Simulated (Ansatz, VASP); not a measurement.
Two plane-wave programs on PbO

INCAR

```
PREC     = Accurate       # precision mode
ENCUT    = 520            # plane-wave cutoff, eV
EDIFF    = 1E-6           # SCF threshold, eV
ISMEAR   = 0              # smearing method
SIGMA    = 0.02           # smearing width, eV
LREAL    = F              # projectors in reciprocal space
LASPH    = T              # aspherical terms in the spheres
NELM     = 100            # most SCF steps
ALGO     = Normal         # electronic algorithm
ISIF     = 2              # what is computed and relaxed
LWAVE    = F              # write WAVECAR
LCHARG   = F              # write CHGCAR
GGA      = PS             # functional
NBANDS   = 28             # bands
```

The input KPOINTS:

```
regular mesh
0
Gamma
  4 4 4
```

Contents of POSCAR:

```
PbO
1.0
    3.9881544040      0.0000000000      0.0000000000
    0.0000000000      3.9881544040      0.0000000000
    0.0000000000      0.0000000000      5.0850250321
Pb O
2 2
Direct
    0.0000000000      0.5000000000      0.2329192982
    0.5000000000      0.0000000000      0.7670807018
    0.0000000000      0.0000000000      0.0000000000
    0.5000000000      0.5000000000      0.0000000000
```

Input for Ansatz:

```yaml
crystal:
  lattice:
    - [3.988154404, 0.0, 0.0]
    - [0.0, 3.988154404, 0.0]
    - [0.0, 0.0, 5.0850250321]
  atoms:
    - { symbol: Pb, position: [0.0, 0.5, 0.2329192982] }
    - { symbol: Pb, position: [0.5, 0.0, 0.7670807018] }
    - { symbol: O, position: [0.0, 0.0, 0.0] }
    - { symbol: O, position: [0.5, 0.5, 0.0] }
basis:
  ecutwfc: 420
kpoints:
  mp_grid: { grid: [4, 4, 4] }
hamiltonian:
  xc: pbesol
  pseudopotentials: { kind: paw, azcp: { folder: soft_1 } }
scf:
  occupations: { method: gaussian, width: 0.02 }
output:
  forces: true
  stress: true
  eigenvalues: true
```

Alike in both runs: task single point; functional PBEsol; k mesh 4 × 4 × 4; occupations gaussian, width 0.02 eV; no spin polarisation.

```csv
,VASP,Ansatz
version,VASP 6.6.1,Ansatz 0.2.0
potentials or method,"VASP PAW PBE potentials, release 64 (Pb_d, O), cutoff 520 eV","scalar-relativistic, plane waves, PAW"
valence electrons in the cell,40,40
```

```csv
,VASP,Ansatz,Ansatz less VASP
gap on the k mesh at the Fermi level (eV),1.26,1.25,-0.002
least direct gap on the mesh (eV),2.24,2.25,+0.013
pressure (GPa),0.1,0.0,-0.07
rms of the force components (eV/Å),0.016,0.002,-0.0145
```

VASP's potentials were made for PBE, not for PBEsol, and Ansatz warns of the same on its side. Atom by atom the forces differ by 0.018 eV/Å (rms over components).

Spin-orbit coupling is off throughout.
